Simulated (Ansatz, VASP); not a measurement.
**One calculation of Zr6Ga, two programs**

```xyz
7
Lattice="6.9555 0.0000 0.0000 0.0000 6.9555 0.0000 0.0000 0.0000 6.9555" Properties=species:S:1:pos:R:3 pbc="T T T"
Zr    1.4539    3.4778    3.4778
Zr    3.4778    3.4778    5.5017
Zr    3.4778    3.4778    1.4539
Zr    3.4778    1.4539    3.4778
Zr    3.4778    5.5017    3.4778
Zr    5.5017    3.4778    3.4778
Ga    0.0000    0.0000    0.0000
```

Change from the starting cell: species swapped into the SrB6 type (Pm-3m, No. 221).

Alike in both runs: task relaxation of cell and atoms; functional PBE; k mesh 6 × 6 × 6; occupations gaussian, width 0.1 eV; no spin polarisation.

```csv
,VASP,Ansatz
version,VASP 6.6.1,Ansatz 0.2.0
potentials or method,"VASP PAW PBE potentials, release 64 (Zr_sv, Ga_d), cutoff 600 eV","scalar-relativistic, plane waves, PAW"
valence electrons in the cell,85,85
```

|  | VASP | Ansatz | Ansatz less VASP |
| --- | --- | --- | --- |
| gap on the k mesh at the Fermi level, each at its own relaxed structure (eV) | none | none | - |
| relaxed volume (Å³/atom) | 49.19 | 49.35 | +0.157 |
| relaxed cell length with the largest relative difference (Å) | 7.009 | 7.016 | +0.0074 |

A gap of «none» marks a metal or a gap that the smearing closes.
